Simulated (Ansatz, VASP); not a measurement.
**SrTlI3 in VASP and in Ansatz**

```
CELL_PARAMETERS angstrom
6.36064 0.00000 0.00000
0.00000 6.36064 0.00000
0.00000 0.00000 6.36064
ATOMIC_POSITIONS crystal
Tl 0.00000 0.00000 0.00000
Sr 0.50000 0.50000 0.50000
I 0.50000 0.50000 0.00000
I 0.50000 0.00000 0.50000
I 0.00000 0.50000 0.50000
```

Alike in both runs: task single point; functional HSE06; k mesh 2 × 2 × 2; no spin polarisation.

|  | VASP | Ansatz |
| --- | --- | --- |
| version | VASP 6.6.1 | Ansatz 0.2.0 |
| potentials or method | VASP PAW PBE potentials, release 64 (Tl_d, Sr_sv, I) | plane waves |
| plane-wave cutoff (eV) | 520 | 420 |
| occupations | gaussian, width 0.01 eV | fixed |
| valence electrons in the cell | 44 | 74 |

```tsv
	VASP	Ansatz	Ansatz less VASP
gap on the k mesh at the Fermi level (eV)	3.42	3.41	-0.012
pressure (GPa)	0.4	0.4	0.00
```

VASP's potentials hold 44 valence electrons a cell and Ansatz's 74, so a difference there can come from the potentials and not from the codes. Ansatz's warnings: stress exchange threshold loose, stress scf threshold loose.

The k mesh is coarse, so the values compare programs but aren't converged. Spin-orbit coupling is off throughout.
